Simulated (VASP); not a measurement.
# Si8C6N (a cell with a defect) in VASP: relaxation of the atoms with PBEsol

Aim: the relaxation of the atoms of Si8C6N (a cell with a defect) with PBEsol.

All numbers are computed with VASP 6.6.1; they aren't measurements. Logs are shortened: lines on timing, memory, paths and dates and some standing lists are left out, and cuts for length are marked.

## Step 1: The cell of the first run

The cell holds a defect, 15 atoms: a = 6.152 Å, b = 5.328 Å, c = 5.048 Å, α = 90.00°, β = 90.00°, γ = 90.00°.

## Step 2: Relaxation of the atoms, PBEsol

INCAR reads:

```
  ALGO = Normal
  EDIFF = 1E-6
  EDIFFG = -0.03
  ENCUT = 520
  GGA = PS
  IBRION = 2
  ISIF = 2
  ISMEAR = 0
  LASPH = T
  LCHARG = F
  LREAL = Auto
  LWAVE = F
  NELECT = 60.0
  NELM = 100
  NSW = 80
  PREC = Accurate
  SIGMA = 0.02
```

KPOINTS reads:

```
k-points
0
Gamma
  2 3 3
```

POSCAR reads:

```
Si8C6N
1.0
   -3.0760000000     -5.3277880000      0.0000000000
    4.6140000000     -2.6638940000      0.0000000000
    0.0000000000      0.0000000000      5.0480000000
Si C N
8 6 1
Direct
    0.5000000300      0.3333333500      0.0000000000
    0.5000000300      0.6666666900      0.5000000000
    0.2500000300      0.8333333500      0.0000000000
    0.2500000100      0.1666666800      0.5000000000
    0.0000000100      0.3333333400      0.0000000000
    0.0000000100      0.6666666800      0.5000000000
    0.7500000500      0.8333333600      0.0000000000
    0.7500000300      0.1666666900      0.5000000000
    0.5000000300      0.3333333500      0.3850000000
    0.5000000300      0.6666666900      0.8850000000
    0.2500000100      0.1666666800      0.8850000000
    0.0000000100      0.3333333400      0.3850000000
    0.0000000100      0.6666666800      0.8850000000
    0.7500000300      0.1666666900      0.8850000000
   -0.2499999900      0.8333333400      0.3850000000
```

Potentials or basis: VASP PAW PBE potentials, release 64 (Si, C, N).

Run with:

```sh
cat potpaw_PBE.64/Si/POTCAR potpaw_PBE.64/C/POTCAR potpaw_PBE.64/N/POTCAR > POTCAR
mpirun -np 1 vasp_std > vasp.out
```

OUTCAR:

```text
EDIFF = 1E-6
   EDIFFG = -0.03
   ENCUT = 520
   GGA = PS
   IBRION = 2
   ISIF = 2
   ISMEAR = 0
   LASPH = T
   LREAL = Auto
   NELECT = 60.0
   NELM = 100
   NSW = 80
   PREC = Accurate

 ion  position               nearest neighbor table
   1  0.500  0.333  0.000-  14 1.87  10 1.87  11 1.87   9 1.94   5 3.08   3 3.08   7 3.08   3 3.08
                             5 3.08   7 3.08   8 3.09   8 3.09   2 3.09   2 3.09   4 3.09   4 3.09
   2  0.500  0.667  0.500-  15 1.87   9 1.87  10 1.94   6 3.08   8 3.08   4 3.08   8 3.08   6 3.08
                             4 3.08   3 3.09   3 3.09   1 3.09   1 3.09   7 3.09   7 3.09
   3  0.250  0.833  0.000-  10 1.87  11 1.87  13 1.87   7 3.08   1 3.08   5 3.08   1 3.08   7 3.08
                             5 3.08   2 3.09   2 3.09   4 3.09   4 3.09   6 3.09   6 3.09
   4  0.250  0.167  0.500-  12 1.87   9 1.87  11 1.94   8 3.08   6 3.08   2 3.08   6 3.08   8 3.08
                             2 3.08   5 3.09   5 3.09   3 3.09   3 3.09   1 3.09   1 3.09
   5  0.000  0.333  0.000-  14 1.87  11 1.87  13 1.87  12 1.94   7 3.08   1 3.08   7 3.08   3 3.08
                             1 3.08   3 3.08   8 3.09   8 3.09   4 3.09   4 3.09   6 3.09   6 3.09
   6  0.000  0.667  0.500-  15 1.87  12 1.87  13 1.94   2 3.08   8 3.08   4 3.08   8 3.08   4 3.08
                             2 3.08   7 3.09   7 3.09   5 3.09   5 3.09   3 3.09   3 3.09
   7  0.750  0.833  0.000-  13 1.87  14 1.87  10 1.87  15 1.94   5 3.08   3 3.08   5 3.08   1 3.08
                             3 3.08   1 3.08   6 3.09   6 3.09   8 3.09   8 3.09   2 3.09   2 3.09
   8  0.750  0.167  0.500-  12 1.87   9 1.87  15 1.87  14 1.94   4 3.08   6 3.08   2 3.08   6 3.08
                             2 3.08   4 3.08   5 3.09   5 3.09   1 3.09   1 3.09   7 3.09   7 3.09
   9  0.500  0.333  0.385-   8 1.87   2 1.87   4 1.87   1 1.94
  10  0.500  0.667  0.885-   3 1.87   1 1.87   7 1.87   2 1.94
  11  0.250  0.167  0.885-   5 1.87   3 1.87   1 1.87   4 1.94
  12  0.000  0.333  0.385-   8 1.87   4 1.87   6 1.87   5 1.94
  13  0.000  0.667  0.885-   7 1.87   5 1.87   3 1.87   6 1.94
  14  0.750  0.167  0.885-   5 1.87   1 1.87   7 1.87   8 1.94
  15  0.750  0.833  0.385-   2 1.87   6 1.87   8 1.87   7 1.94

  LATTYP: Found a simple orthorhombic cell.
 ALAT       =     5.0480000000
 B/A-ratio  =     1.0554255573
 C/A-ratio  =     1.2187004267

  Lattice vectors:

 A1 = (   0.0000000000,   0.0000000000,  -5.0480000000)
 A2 = (   4.6140000000,  -2.6638940000,   0.0000000000)
 A3 = (  -3.0760000000,  -5.3277880000,   0.0000000000)

Analysis of symmetry for initial positions (statically):
=====================================================================
 Subroutine PRICEL returns:
 Original cell was already a primitive cell.

 Routine SETGRP: Setting up the symmetry group for a
 simple orthorhombic supercell.

 Subroutine GETGRP returns: Found  2 space group operations
 (whereof  1 operations were pure point group operations)
 out of a pool of  8 trial point group operations.

The static configuration has the point symmetry C_1 .
 The point group associated with its full space group is C_1h.

Analysis of symmetry for dynamics (positions and initial velocities):
=====================================================================
 Subroutine PRICEL returns:
 Original cell was already a primitive cell.

 Routine SETGRP: Setting up the symmetry group for a
 simple orthorhombic supercell.

 Subroutine GETGRP returns: Found  2 space group operations
 (whereof  1 operations were pure point group operations)
 out of a pool of  8 trial point group operations.

The dynamic configuration has the point symmetry C_1 .
 The point group associated with its full space group is C_1h.

 Subroutine INISYM returns: Found  2 space group operations
 (whereof  1 operations are pure point group operations),
 and found     1 'primitive' translations

----------------------------------------------------------------------------------------

                                     Primitive cell

  volume of cell :     165.4560

  direct lattice vectors                    reciprocal lattice vectors
    -3.076000000 -5.327788000  0.000000000    -0.081274382 -0.140771367  0.000000000
     4.614000000 -2.663894000  0.000000000     0.162548765 -0.093847578  0.000000000
     0.000000000  0.000000000  5.048000000     0.000000000  0.000000000  0.198098257

  length of vectors
     6.151999754  5.327788213  5.048000000     0.162548771  0.187695149  0.198098257

  position of ions in fractional coordinates (direct lattice)
     0.500000030  0.333333350  0.000000000
     0.500000030  0.666666690  0.500000000
     0.250000030  0.833333350  0.000000000
     0.250000010  0.166666680  0.500000000
[... 39 lines left out ...]

  Cartesian coordinates                     Fractional coordinates (reciprocal lattice)
    -0.040637191 -0.070385684  0.000000000     0.500000000 -0.000000000  0.000000000
     0.054182922 -0.031282526  0.000000000     0.000000000  0.333333333  0.000000000
     0.000000000  0.000000000  0.066032752     0.000000000  0.000000000  0.333333333

  Length of vectors
     0.081274386  0.062565050  0.066032752

  Shift w.r.t. Gamma in fractional coordinates (k-lattice)
     0.000000000  0.000000000  0.000000000

 Subroutine IBZKPT returns following result:
 ===========================================

 Found     10 irreducible k-points:

 Following reciprocal coordinates:
            Coordinates               Weight
  0.000000  0.000000  0.000000      1.000000
  0.500000  0.000000  0.000000      1.000000
 -0.000000  0.333333  0.000000      2.000000
  0.500000  0.333333  0.000000      2.000000
  0.000000  0.000000  0.333333      2.000000
  0.500000  0.000000  0.333333      2.000000
 -0.000000  0.333333  0.333333      2.000000
  0.000000 -0.333333  0.333333      2.000000
  0.500000  0.333333  0.333333      2.000000
  0.500000 -0.333333  0.333333      2.000000
   k-points           NKPTS =     10   k-points in BZ     NKDIM =     10   number of bands    NBANDS=     38
   number of dos      NEDOS =    301   number of ions     NIONS =     15
   total plane-waves  NPLWV =  76800
   dimension x,y,z NGX =    48 NGY =   40 NGZ =   40
   dimension x,y,z NGXF=    96 NGYF=   80 NGZF=   80
   ions per type =               8   6   1
   NGX,Y,Z   is equivalent  to a cutoff of  12.97, 12.48, 13.17 a.u.
   NGXF,Y,Z  is equivalent  to a cutoff of  25.94, 24.96, 26.35 a.u.
 SYSTEM =  unknown system
   PREC   = accura    normal or accurate (medium, high low for compatibility)
   ISTART =      0    job   : 0-new  1-cont  2-samecut
   ICHARG =      2    charge: 1-file 2-atom 10-const
   ISPIN  =      1    spin polarized calculation?
   LNONCOLLINEAR =      F non collinear calculations
   LSORBIT =      F    spin-orbit coupling
   LASPH  =      T    aspherical Exc in radial PAW
   ENCUT  =  520.0 eV  38.22 Ry    6.18 a.u.  11.44  9.91  9.39*2*pi/ulx,y,z
   NELM   =    100;   NELMIN=  2; NELMDL= -5     # of ELM steps
   EDIFF  = 0.1E-05   stopping-criterion for ELM
   LREAL  =      T    real-space projection
   EDIFFG = -.3E-01   stopping-criterion for IOM
   NSW    =     80    number of steps for IOM
   IBRION =      2    ionic relax: 0-MD 1-quasi-New 2-CG
   NFREE  =      1    steps in history (QN), initial steepest desc. (CG)
   ISIF   =      2    stress and relaxation
   ISYM   =      2    0-nonsym 1-usesym 2-fastsym
   POTIM  = 0.5000    time-step for ionic-motion
   TEBEG  =    0.0;   TEEND  =   0.0 temperature during run
   PSTRESS=    0.0 pullay stress
   NELECT =      60.0000    total number of electrons
   NUPDOWN=      -1.0000    fix difference up-down
   EMIN   =  10.00;   EMAX   =-10.00  energy-range for DOS
   EFERMI =   0.00;   METHOD = LEGACY
   ISMEAR =     0;   SIGMA  =   0.02  broadening in eV -4-tet -1-fermi 0-gaus
   EFERMI_NEDOS =   21; number of points for ismear=-14 and -15
   IALGO  =     38    algorithm
   IMIX   =      4    mixing-type and parameters
     AMIX     =   0.40;   BMIX     =  1.00
     AMIX_MAG =   1.60;   BMIX_MAG =  1.00
  volume/ion in A,a.u.               =      11.03        74.44
  Fermi-wavevector in a.u.,A,eV,Ry     =   1.167431  2.206124 18.543299  1.362894
  Thomas-Fermi vector in A             =   2.303931
   LORBIT       =      0    0 simple, 1 ext, 2 COOP (PROOUT), +10 PAW based schemes
   GGA     = PS    functional components
   LHFCALC =     F    Hartree Fock is set to
   AEXX    =    0.0000 exact exchange contribution
   IVDW    =     0    specifies the selected vdW correction
   LEPSILON=     F    determine dielectric tensor
   LRPA    =     F    only Hartree local field effects (RPA)
 conjugate gradient relaxation of ions
 non-spin polarized calculation
 Gauss-broadening in eV      SIGMA  =   0.02
  energy-cutoff  :      520.00
  volume of cell :      165.46
 maximum number of plane-waves:      4468
 NGX is ok and might be reduce to    48
   NGX = 23   NGY = 19   NGZ = 19

--------------------------------------- Ionic step        1  -------------------------------------------

 number of electron      59.9999999 magnetization

 Free energy of the ion-electron system (eV)
  ---------------------------------------------------
  ext. energy  EPLUGINS =         0.00000000
  ---------------------------------------------------
  free energy    TOTEN  =      -122.40400752 eV

  energy without entropy =     -122.40339438  energy(sigma->0) =     -122.40370095

------------------------ aborting loop because EDIFF is reached ----------------------------------------

  FORCE on cell =-STRESS in cart. coord.  units (eV):
  Direction    XX          YY          ZZ          XY          YZ          ZX
  --------------------------------------------------------------------------------------
  -------------------------------------------------------------------------------------
  Total      -12.8994862    -11.5349416    -20.2501228      1.1817292      0.2003546     -0.3470243
  in kB     -124.9109142   -111.6974793   -196.0900849     11.4431594      1.9401138     -3.3603758
  external PRESSURE =    -144.2328261 kB  Pullay stress =       0.0000000 kB
[... 128 lines left out ...]
  FREE ENERGIE OF THE ION-ELECTRON SYSTEM (eV)
  ---------------------------------------------------
  free  energy   TOTEN  =      -122.5618602677 eV

  energy  without entropy=     -122.5618601441  energy(sigma->0) =     -122.56186021

[... ionic steps 4 to 8 ...]

--------------------------------------- Ionic step        9  -------------------------------------------

 number of electron      59.9999998 magnetization

------------------------ aborting loop because EDIFF is reached ----------------------------------------
[... 93 lines left out ...]
--------------------------------------- Ionic step       11  -------------------------------------------

 number of electron      59.9999998 magnetization

 Free energy of the ion-electron system (eV)
  ---------------------------------------------------
  ext. energy  EPLUGINS =         0.00000000
  ---------------------------------------------------
  free energy    TOTEN  =      -122.58134418 eV

  energy without entropy =     -122.58134417  energy(sigma->0) =     -122.58134417

 E-fermi :   9.3572     XC(G=0): -11.2469

 val. band max:        9.2797121400   @ k =   0.0000   0.0000   0.0000
 cond. band min:       9.4364739757   @ k =   0.5000   0.3333   0.0000
 fundamental gap:      0.1567618357
 Fermi energy:         9.3572339999

 k-point     1 :       0.0000    0.0000    0.0000
  band No.  band energies     occupation
      1      -8.8567      2.00000
      2      -6.4778      2.00000
      3      -4.6664      2.00000
      4      -4.3183      2.00000
      5      -3.7949      2.00000
      6      -3.2793      2.00000
[... 441 lines left out ...]
  FREE ENERGIE OF THE ION-ELECTRON SYSTEM (eV)
  ---------------------------------------------------
  free  energy   TOTEN  =      -122.5813441751 eV

  energy  without entropy=     -122.5813441748  energy(sigma->0) =     -122.58134417

 reached required accuracy - stopping structural energy minimisation
```

Wall time 14 min (1 thread of Oxide Virtual Turin-like, shared host); peak memory 0.25 GiB.

What came out:

- Free energy: -122.5813 eV
- Energy gained by relaxing: 11.8 meV/atom
- Ionic steps: 11
- Largest force after relaxing: 0.029 eV/Å

Forces in eV/Å, atoms in the order of the input:
```
Si  -0.005 -0.002  0.029
Si   0.015 -0.002 -0.023
Si   0.004 -0.002 -0.005
Si  -0.005  0.003  0.003
Si  -0.001  0.005  0.029
Si   0.009 -0.012 -0.023
Si   0.013 -0.008 -0.005
Si  -0.006  0.003  0.012
C    0.018  0.010  0.000
C   -0.008  0.006 -0.003
C   -0.011  0.006 -0.002
C    0.001 -0.021  0.000
C   -0.009  0.004 -0.003
C   -0.019  0.011  0.008
N    0.004 -0.002 -0.017
```

Step by step:
| step | energy change (eV) | largest force (eV/Å) | pressure (GPa) |
| --- | --- | --- | --- |
| 1 | 0.0000 | 1.0989 | -14.42 |
| 2 | -0.1406 | 0.5350 | -14.89 |
| 3 | -0.1579 | 0.2863 | -14.89 |
| 4 | -0.1701 | 0.1509 | -14.91 |
| 5 | -0.1701 | 0.1537 | -14.91 |
| 6 | -0.1740 | 0.0927 | -14.89 |
| 7 | -0.1744 | 0.1085 | -14.88 |
| 8 | -0.1766 | 0.0530 | -14.86 |
| 9 | -0.1768 | 0.0648 | -14.86 |
| 10 | -0.1773 | 0.0307 | -14.87 |
| 11 | -0.1773 | 0.0291 | -14.86 |

Final structure:
```
Si C N
1.0
    -3.07600   -5.32779    0.00000
     4.61400   -2.66389    0.00000
     0.00000    0.00000    5.04800
Si C N
8 6 1
Direct
  0.50194 0.32985 0.00206
  0.49888 0.67188 0.50650
  0.25000 0.82972 0.99945
  0.25000 0.16728 0.50316
  0.99806 0.32985 0.00206
  0.00112 0.67188 0.50650
  0.75000 0.83225 0.00579
  0.75000 0.17317 0.50674
  0.50124 0.33301 0.37755
  0.50444 0.66449 0.88475
  0.25000 0.16318 0.88017
  0.99876 0.33300 0.37755
  0.99556 0.66449 0.88475
  0.75000 0.16141 0.87925
  0.75000 0.84122 0.37873
```

Caveat: the k points lie up to 0.51 Å⁻¹ apart; the cell carries a net charge on a neutralising background, which shifts energy and pressure; the cell is charged against a uniform background, so pressure and absolute levels hang on convention; the PAW data sets were made with another functional, which shifts forces and pressure a little.
